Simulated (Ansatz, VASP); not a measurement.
# Two plane-wave programs on As

The input POSCAR:

```
As
1.0
   -2.6493126013      2.6493126013      1.4452489289
    2.6493126013     -2.6493126013      1.4452489289
    2.6493126013      2.6493126013     -1.4452489289
As
2
Direct
    0.0000000000      0.0000000000      0.0000000000
    0.7500000000      0.2500000000      0.5000000000
```

Contents of INCAR.step1:

```
SYSTEM = As
PREC = Accurate
ENCUT = 520
ISMEAR = 0
SIGMA = 0.1
LREAL = .False.
LASPH = .True.
NELM = 100
NBANDS = 12
GGA = PE
ALGO = Normal
EDIFF = 1E-4
LWAVE = .True.
LCHARG = .False.
```

INCAR.step2

```
SYSTEM = As
PREC = Accurate
ENCUT = 520
EDIFF = 1E-6
ISMEAR = 0
SIGMA = 0.1
LREAL = .False.
LASPH = .True.
NELM = 100
ALGO = Normal
ISIF = 2
LWAVE = .False.
LCHARG = .False.
METAGGA = R2SCAN
LMIXTAU = .True.
NBANDS = 12
ISTART = 1
```

The input KPOINTS:

```
Automatic mesh
0
Gamma
  8 8 8
  0 0 0
```

Input for Ansatz:

```yaml
crystal:
  lattice:
    - [-2.6493126013, 2.6493126013, 1.4452489289]
    - [2.6493126013, -2.6493126013, 1.4452489289]
    - [2.6493126013, 2.6493126013, -1.4452489289]
  atoms:
    - { symbol: As, position: [0.0, 0.0, 0.0] }
    - { symbol: As, position: [0.75, 0.25, 0.5] }
basis:
  ecutwfc: 500
kpoints:
  mp_grid: { grid: [8, 8, 8] }
hamiltonian:
  xc: r2scan
scf:
  occupations: { method: gaussian, width: 0.1 }
  lower_state_search: "off"
output:
  forces: true
  stress: true
  eigenvalues: true
```

Alike in both runs: task single point; functional r2SCAN; k mesh 8 × 8 × 8; occupations gaussian, width 0.1 eV; no spin polarisation.

|  | VASP | Ansatz |
| --- | --- | --- |
| version | VASP 6.6.1 | Ansatz 0.2.0 |
| potentials or method | VASP PAW PBE potentials, release 64 (As), cutoff 520 eV | scalar-relativistic, plane waves, PAW |
| valence electrons in the cell | 10 | 30 |

|  | VASP | Ansatz | Ansatz less VASP |
| --- | --- | --- | --- |
| gap on the k mesh at the Fermi level (eV) | none | none | - |
| pressure (GPa) | -1.1 | -1.1 | +0.06 |
| traceless stress, the component that is largest in VASP (GPa) | -3.30 | -3.30 | 0.000 |

VASP's potentials were made for PBE, not for r2SCAN. A gap of «none» marks a metal or a gap that the smearing closes. With one functional, cell and mesh, what is left measures potentials, basis and numerics. VASP's potentials hold 10 valence electrons a cell and Ansatz's 30, so a difference there can come from the potentials and not from the codes.
